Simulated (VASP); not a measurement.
Wanted: the native input for a VASP 6.6.1 run.

* Task: single point
* Functional: PBE
* Potentials or basis: VASP PAW PBE potentials, release 64 (Li_sv, Si, N)
* Cutoff: 520 eV
* k mesh: 6 × 4 × 4
* Occupations: gaussian, width 0.1 eV
* Spin: no spin polarisation
* Dipole correction: no
* Further INCAR settings: ALGO = Normal; EDIFF = 1e-06; NBANDS = 35

The structure of Li3SiN2 lies in POSCAR:

```
Li3SiN2
1.0
    3.7359021532     -0.1223695658      0.0842718164
   -1.6589744608      5.1261051142     -0.2062333865
   -0.2901482163     -2.4709588397      7.6951130241
Li Si N
6 2 4
Direct
   -0.0618913545      0.2045207056      0.8211029887
    0.9396571227      0.2233985267      0.3348187369
    0.3029211094      0.9352597851      0.6805223840
    0.2798513433      0.8946087978      0.2502030181
    0.7431971163      0.8360112627      0.9646464720
    0.7794832814      0.8900031415      0.4681192310
    0.5621587495      0.4574167122      0.6631983574
    0.5594380569      0.4365395688      0.0810194269
    0.7370696181      0.8009370770      0.6985738020
    0.7226874472      0.7784548912      0.2003936887
    0.5179153548      0.3682844529      0.8535948193
    0.4175121550      0.1745650784      0.4838070749
```

These files were run (other wordings do the same):

INCAR

```
SYSTEM = Li3SiN2
ALGO = Normal ; EDIFF = 1E-6
ENCUT = 520 ; GGA = PE
ISIF = 2 ; ISMEAR = 0
LASPH = .TRUE. ; LCHARG = .TRUE.
LELF = .TRUE. ; LREAL = .FALSE.
LVHAR = .TRUE. ; LWAVE = .FALSE.
NBANDS = 35 ; NELM = 100
PREC = Accurate ; SIGMA = 0.1
```

KPOINTS

```
k-points
0
G
  6 4 4
  0 0 0
```

Potentials or basis: VASP PAW PBE potentials, release 64 (Li_sv, Si, N).

Launch:

```bash
$ cat potpaw_PBE.64/Li_sv/POTCAR potpaw_PBE.64/Si/POTCAR potpaw_PBE.64/N/POTCAR > POTCAR
$ mpirun -np 1 vasp_std > vasp.out
```

It gave:

```
Largest force          : 0.042 eV/Å
Band gap on the k mesh : 0.70 eV (least direct gap 0.77 eV)
```

Run time: 4.3 min on 1 thread of Intel(R) Xeon(R) 6975P-C (Granite Rapids), with other jobs on the host, peak memory 0.37 GiB.
